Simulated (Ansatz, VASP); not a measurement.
# One calculation of HgH3, two programs

```
CELL_PARAMETERS angstrom
3.72087 0.00000 0.00000
-1.86044 3.22237 0.00000
0.00000 0.00000 3.70761
ATOMIC_POSITIONS crystal
Hg 0.00000 0.00000 0.00000
H 0.33333 0.66667 0.00000
H 0.66667 0.33333 0.00000
H 0.00000 0.00000 0.50000
```

Alike in both runs: functional PBE; k mesh 6 × 6 × 6; occupations gaussian, width 0.1 eV; no spin polarisation.

Ansatz relaxed the structure, and its values are those at the end. VASP's run is a single point on that final structure, the one shown.

|  | VASP | Ansatz |
| --- | --- | --- |
| version | VASP 6.6.1 | Ansatz 0.2.0 |
| potentials or method | VASP PAW PBE potentials, release 64 (Hg, H), cutoff 520 eV | scalar-relativistic, plane waves, PAW |
| valence electrons in the cell | 15 | 23 |

```tsv
	VASP	Ansatz	Ansatz less VASP
gap on the k mesh at the Fermi level (eV)	none	none	-
pressure (GPa)	0.0	-0.1	-0.17
```

A gap of «none» marks a metal or a gap that the smearing closes. VASP's potentials hold 15 valence electrons a cell and Ansatz's 23, so a difference there can come from the potentials and not from the codes.

Neither program's run includes spin-orbit coupling.
